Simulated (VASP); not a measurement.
CdS:

```
Cd S
1.0
     0.00000    2.91650    2.91650
     2.91650    0.00000    2.91650
     2.91650    2.91650    0.00000
Cd S
1 1
Direct
  0.00000 0.00000 0.00000
  0.75000 0.75000 0.75000
```

```yaml
Program: VASP 6.6.1
Task: relaxation of cell and atoms
Functional: RPBE
Potentials_or_basis: VASP PAW PBE potentials, release 64 (Cd, S)
Cutoff: 600 eV
k_mesh: 8 × 8 × 8
Occupations: fermi-dirac, width 0.05 eV
Spin: no spin polarisation
```

At the start: pressure 5.4 GPa; volume 24.81 Å³/atom.

Q: How do energy, volume and symmetry change on relaxing?

A: Over 3 steps the energy falls by 37.3 meV/atom and the volume is 27.21 Å³/atom (+9.7 %); space group F-43m (No. 216, to 0.1 Å) before and after.

Step by step:
```tsv
step	energy change (eV)	largest force (eV/Å)	pressure (GPa)	volume (Å³)
1	0.0000	0.0000	5.40	49.62
2	-0.0694	0.0000	-1.13	55.86
3	-0.0745	0.0000	0.02	54.42
```

Final structure:
```yaml
crystal:
  lattice:
    - [0.00000, 3.00779, 3.00779]
    - [3.00779, 0.00000, 3.00779]
    - [3.00779, 3.00779, 0.00000]
  atoms:
    - { symbol: Cd, position: [0.00000, 0.00000, 0.00000] }
    - { symbol: S, position: [0.75000, 0.75000, 0.75000] }
```

Caveat: the PAW data sets were made with another functional, which shifts forces and pressure a little.
